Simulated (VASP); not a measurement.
WSe2, 6 atoms in the cell. Symmetry: P6_3/mmc, No. 194, hexagonal system. Conventional cell: a = 3.226 Å, b = 3.226 Å, c = 13.211 Å, α = 90.00°, β = 90.00°, γ = 120.00°. W (site symmetry -6m2) has 6 Se at 2.55 Å and 6 W at 3.23 Å within 3.4 Å. Se (site symmetry 3m) has 3 W at 2.55 Å and 10 Se at 3.23 to 3.64 Å within 3.7 Å.  This cell differs from its parent crystal: ratio of the length along z to the lengths across it x 1.05, volume and fractional coordinates fixed.

* Program: VASP 6.6.1
* Task: single point
* Functional: PBE
* Dispersion: D3(BJ)
* Potentials or basis: VASP PAW PBE potentials, release 64 (W_sv, Se)
* Cutoff: 520 eV
* k mesh: 12 × 12 × 4
* Occupations: gaussian, width 0.05 eV
* Spin: no spin polarisation
* Dipole correction: no
* Further INCAR settings: ALGO = Normal; EDIFF = 1e-06; NBANDS = 35

Potentials or basis: VASP PAW PBE potentials, release 64 (W_sv, Se).

Command:

```bash
$ cat potpaw_PBE.64/W_sv/POTCAR potpaw_PBE.64/Se/POTCAR > POTCAR
$ mpirun -np 1 vasp_std > vasp.out
```

Hardware: 1 thread of Intel(R) Xeon(R) 6975P-C (Granite Rapids), with other jobs on the host.

Estimate the wall time of this run.

It took 100 s on 1 thread of Intel(R) Xeon(R) 6975P-C (Granite Rapids), with other jobs on the host, peak memory 0.35 GiB. Counts: scf iterations 14, k points 57.
